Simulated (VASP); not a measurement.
# NaMg2Si2 (Cmmm) in VASP: notebook, part 3 of 3

VASP 6.6.1. The steps go on from the part before.

## (4) Single point, PBE

This run uses another cell than the first one, of 17.36 Å³/atom, 0.523 times its volume.

File INCAR:

```
SYSTEM = NaMg2Si2
  PREC = Accurate
  ENCUT = 520
  EDIFF = 1E-7
  ISMEAR = 0
  SIGMA = 0.1
  LREAL = .False.
  LASPH = .True.
  NELM = 100
  ALGO = Normal
  ISIF = 2
  LWAVE = .False.
  LCHARG = .True.
  GGA = PE
  LELF = .True.
  LVHAR = .True.
  NBANDS = 18
```

File KPOINTS:

```
regular mesh
0
Gamma
  4 4 4
  0 0 0
```

File POSCAR:

```
NaMg2Si2
1.0
    2.4571529900     -3.8653000300      0.0000000000
    2.4571529900      3.8653000300      0.0000000000
    0.0000000000      0.0000000000      4.5683476500
Na Mg Si
1 2 2
Direct
    0.5000000000      0.5000000000      0.5000000000
    0.7413228200      0.2586771800      0.0000000000
    0.2586771800      0.7413228200      0.0000000000
    0.5000000000      0.5000000000      0.0000000000
    0.0000000000      0.0000000000      0.0000000000
```

Potentials or basis: VASP PAW PBE potentials, release 64 (Na_pv, Mg, Si).

The run is started by

```sh
$ cat potpaw_PBE.64/Na_pv/POTCAR potpaw_PBE.64/Mg/POTCAR potpaw_PBE.64/Si/POTCAR > POTCAR
$ mpirun -np 1 vasp_std > vasp.out
```

OUTCAR:

```text
SYSTEM = NaMg2Si2
   PREC = Accurate
   ENCUT = 520
   EDIFF = 1E-7
   ISMEAR = 0
   LREAL = .False.
   LASPH = .True.
   NELM = 100
   ISIF = 2
   GGA = PE

 ion  position               nearest neighbor table
   1  0.500  0.500  0.500-   4 2.28   4 2.28   2 2.95   2 2.95   3 2.95   3 2.95
   2  0.741  0.259  0.000-   4 1.87   5 2.00   3 2.46   3 2.46   1 2.95   1 2.95   5 3.09   5 3.09
                             4 3.17   4 3.17
   3  0.259  0.741  0.000-   4 1.87   5 2.00   2 2.46   2 2.46   1 2.95   1 2.95   5 3.09   5 3.09
                             4 3.17   4 3.17
   4  0.500  0.500  0.000-   2 1.87   3 1.87   1 2.28   1 2.28   5 2.46   5 2.46   3 3.17   3 3.17
                             2 3.17   2 3.17
   5  0.000  0.000  0.000-   2 2.00   3 2.00   4 2.46   4 2.46   2 3.09   2 3.09   3 3.09   3 3.09

  LATTYP: Found a base centered orthorhombic cell.
 ALAT       =     4.9143059800
 B/A-ratio  =     1.5730807344
 C/A-ratio  =     0.9296017929

  Lattice vectors:

 A1 = (   2.4571529900,  -3.8653000300,   0.0000000000)
 A2 = (   2.4571529900,   3.8653000300,   0.0000000000)
 A3 = (   0.0000000000,   0.0000000000,   4.5683476500)

Analysis of symmetry for initial positions (statically):
=====================================================================
 Subroutine PRICEL returns:
 Original cell was already a primitive cell.

 Routine SETGRP: Setting up the symmetry group for a
 base centered orthorhombic supercell.

 Subroutine GETGRP returns: Found  8 space group operations
 (whereof  8 operations were pure point group operations)
 out of a pool of  8 trial point group operations.

The static configuration has the point symmetry D_2h.

Analysis of symmetry for dynamics (positions and initial velocities):
=====================================================================
 Subroutine PRICEL returns:
 Original cell was already a primitive cell.

 Routine SETGRP: Setting up the symmetry group for a
 base centered orthorhombic supercell.

 Subroutine GETGRP returns: Found  8 space group operations
 (whereof  8 operations were pure point group operations)
 out of a pool of  8 trial point group operations.

The dynamic configuration has the point symmetry D_2h.

 Subroutine INISYM returns: Found  8 space group operations
 (whereof  8 operations are pure point group operations),
 and found     1 'primitive' translations

----------------------------------------------------------------------------------------

                                     Primitive cell

  volume of cell :      86.7770

  direct lattice vectors                    reciprocal lattice vectors
     2.457152990 -3.865300030  0.000000000     0.203487533 -0.129356065  0.000000000
     2.457152990  3.865300030  0.000000000     0.203487533  0.129356065  0.000000000
     0.000000000  0.000000000  4.568347650     0.000000000  0.000000000  0.218897526

  length of vectors
     4.580190513  4.580190513  4.568347650     0.241122723  0.241122723  0.218897526

  position of ions in fractional coordinates (direct lattice)
     0.500000000  0.500000000  0.500000000
     0.741322820  0.258677180  0.000000000
     0.258677180  0.741322820  0.000000000
     0.500000000  0.500000000  0.000000000
     0.000000000  0.000000000  0.000000000

[... 36 lines left out ...]
  0.000000  0.000000  0.000000      1.000000
  0.250000  0.000000  0.000000      4.000000
  0.500000  0.000000  0.000000      2.000000
  0.250000  0.250000  0.000000      2.000000
  0.500000  0.250000  0.000000      4.000000
 -0.250000  0.250000  0.000000      2.000000
[... 13 lines left out ...]
 -0.250000  0.250000  0.500000      2.000000
  0.500000  0.500000  0.500000      1.000000
   k-points           NKPTS =     21   k-points in BZ     NKDIM =     21   number of bands    NBANDS=     18
   number of dos      NEDOS =    301   number of ions     NIONS =      5
   total plane-waves  NPLWV =  46656
   dimension x,y,z NGX =    36 NGY =   36 NGZ =   36
   dimension x,y,z NGXF=    72 NGYF=   72 NGZF=   72
   ions per type =               1   2   2
   NGX,Y,Z   is equivalent  to a cutoff of  13.07, 13.07, 13.10 a.u.
   NGXF,Y,Z  is equivalent  to a cutoff of  26.13, 26.13, 26.20 a.u.
 SYSTEM =  NaMg2Si2
   PREC   = accura    normal or accurate (medium, high low for compatibility)
   ISTART =      0    job   : 0-new  1-cont  2-samecut
   ICHARG =      2    charge: 1-file 2-atom 10-const
   ISPIN  =      1    spin polarized calculation?
   LNONCOLLINEAR =      F non collinear calculations
   LSORBIT =      F    spin-orbit coupling
   LASPH  =      T    aspherical Exc in radial PAW
   ENCUT  =  520.0 eV  38.22 Ry    6.18 a.u.   8.52  8.52  8.49*2*pi/ulx,y,z
   NELM   =    100;   NELMIN=  2; NELMDL= -5     # of ELM steps
   EDIFF  = 0.1E-06   stopping-criterion for ELM
   LREAL  =      F    real-space projection
   EDIFFG = 0.1E-05   stopping-criterion for IOM
   NSW    =      0    number of steps for IOM
   IBRION =     -1    ionic relax: 0-MD 1-quasi-New 2-CG
   NFREE  =      0    steps in history (QN), initial steepest desc. (CG)
   ISIF   =      2    stress and relaxation
   ISYM   =      2    0-nonsym 1-usesym 2-fastsym
   POTIM  = 0.5000    time-step for ionic-motion
   TEBEG  =    0.0;   TEEND  =   0.0 temperature during run
   PSTRESS=    0.0 pullay stress
   NELECT =      19.0000    total number of electrons
   NUPDOWN=      -1.0000    fix difference up-down
   EMIN   =  10.00;   EMAX   =-10.00  energy-range for DOS
   EFERMI =   0.00;   METHOD = LEGACY
   ISMEAR =     0;   SIGMA  =   0.10  broadening in eV -4-tet -1-fermi 0-gaus
   EFERMI_NEDOS =   21; number of points for ismear=-14 and -15
   IALGO  =     38    algorithm
   IMIX   =      4    mixing-type and parameters
     AMIX     =   0.40;   BMIX     =  1.00
     AMIX_MAG =   1.60;   BMIX_MAG =  1.00
  volume/ion in A,a.u.               =      17.36       117.12
  Fermi-wavevector in a.u.,A,eV,Ry     =   0.986714  1.864619 13.246687  0.973604
  Thomas-Fermi vector in A             =   2.118115
   LORBIT       =      0    0 simple, 1 ext, 2 COOP (PROOUT), +10 PAW based schemes
   GGA     = PE    functional components
   LHFCALC =     F    Hartree Fock is set to
   AEXX    =    0.0000 exact exchange contribution
   IVDW    =     0    specifies the selected vdW correction
   LEPSILON=     F    determine dielectric tensor
   LRPA    =     F    only Hartree local field effects (RPA)
 non-spin polarized calculation
 Gauss-broadening in eV      SIGMA  =   0.10
  energy-cutoff  :      520.00
  volume of cell :       86.78
 maximum number of plane-waves:      2365
 NGX is ok and might be reduce to    36
   NGX = 17   NGY = 17   NGZ = 17

 number of electron      18.9999999 magnetization

 Free energy of the ion-electron system (eV)
  ---------------------------------------------------
  ext. energy  EPLUGINS =         0.00000000
  ---------------------------------------------------
  free energy    TOTEN  =        -1.45721025 eV

  energy without entropy =       -1.44969045  energy(sigma->0) =       -1.45345035

 E-fermi :   5.2424     XC(G=0):  -9.1957

 val. band max:        5.2197277243   @ k =   0.5000   0.5000   0.5000
 cond. band min:       5.2624550143   @ k =  -0.2500   0.2500   0.0000
 fundamental gap:      0.0427272900
 Fermi energy:         5.2423823407

 k-point     1 :       0.0000    0.0000    0.0000
  band No.  band energies     occupation
      1     -19.2623      2.00000
      2     -19.0936      2.00000
      3     -19.0316      2.00000
      4      -6.4296      2.00000
      5       0.2178      2.00000
      6       0.4652      2.00000
[... 418 lines left out ...]
      5      -1.2961      2.00000
      6      -0.4055      2.00000
[... 10 lines left out ...]
     17      13.4455      0.00000
     18      13.6860      0.00000

------------------------ aborting loop because EDIFF is reached ----------------------------------------

  FORCE on cell =-STRESS in cart. coord.  units (eV):
  Direction    XX          YY          ZZ          XY          YZ          ZX
  --------------------------------------------------------------------------------------
  -------------------------------------------------------------------------------------
  Total        8.9699502     76.2304164     15.7443306      0.0000000      0.0000000      0.0000000
  in kB      165.6136260   1407.4543734    290.6900945      0.0000000      0.0000000      0.0000000
  external PRESSURE =     621.2526980 kB  Pullay stress =       0.0000000 kB

 VOLUME and BASIS-vectors are now :
 -----------------------------------------------------------------------------
  energy-cutoff  :      520.00
  volume of cell :       86.78
      direct lattice vectors                 reciprocal lattice vectors
     2.457152990 -3.865300030  0.000000000     0.203487533 -0.129356065  0.000000000
     2.457152990  3.865300030  0.000000000     0.203487533  0.129356065  0.000000000
     0.000000000  0.000000000  4.568347650     0.000000000  0.000000000  0.218897526

 POSITION                                       TOTAL-FORCE (eV/Angst)
 -----------------------------------------------------------------------------------
      2.45715      0.00000      2.28417        -0.000000      0.000000      0.000000
      2.45715     -1.86557      0.00000         0.000000     -4.494655      0.000000
      2.45715      1.86557      0.00000         0.000000      4.494655      0.000000
      2.45715      0.00000      0.00000         0.000000      0.000000      0.000000
      0.00000      0.00000      0.00000         0.000000      0.000000      0.000000
 -----------------------------------------------------------------------------------
    total drift:                                0.000000      0.000000      0.000000

  FREE ENERGIE OF THE ION-ELECTRON SYSTEM (eV)
  ---------------------------------------------------
  free  energy   TOTEN  =        -1.4572102530 eV

  energy  without entropy=       -1.4496904518  energy(sigma->0) =       -1.45345035
```

Wall time 36 s (1 thread of AMD EPYC 7R43 (Zen 3), shared host); peak memory 0.17 GiB.

What came out:

- Free energy: -1.4572 eV
- Pressure: 62.1 GPa
- Largest force: 4.495 eV/Å

Forces on the atoms (eV/Å):
```
Na   0.000  0.000  0.000
Mg   0.000 -4.495  0.000
Mg   0.000  4.495  0.000
Si   0.000  0.000  0.000
Si   0.000  0.000  0.000
```

Caveat: the k points lie up to 0.38 Å⁻¹ apart; forces of over 1 eV/Å act on the atoms, so gaps and moduli don't describe the material at rest.

## (5) Summary

| task | cell | k mesh | cutoff (eV) | gap on the mesh (eV) | pressure (GPa) | largest force (eV/Å) |
| --- | --- | --- | --- | --- | --- | --- |
| single point | a = 5.902, b = 5.902, c = 5.778 Å, angles 90.0, 90.0, 124.5°, 5 atoms | 8 × 8 × 8 | 520 | none | 0.0 | - |
| relaxation of cell and atoms | relaxed from a = 5.951, b = 5.951, c = 5.785 Å, angles 90.0, 90.0, 124.8°, 5 atoms | 8 × 8 × 8 | 600 | none | 0.0 | 0.01 |
| single point | a = 4.580, b = 4.580, c = 4.568 Å, angles 90.0, 90.0, 115.1°, 5 atoms | 4 × 4 × 4 | 520 | none | 62.1 | 4.49 |

Alike in all rows: level PBE; potentials or basis VASP PAW PBE potentials, release 64 (Na_pv, Mg, Si); no spin polarisation; smearing gaussian 0.1 eV.

Caveats: some runs use coarse meshes; forces of over 1 eV/Å act on the atoms, so gaps and moduli don't describe the material at rest (some runs).

Absolute energies hang on the potentials; compare differences alone.
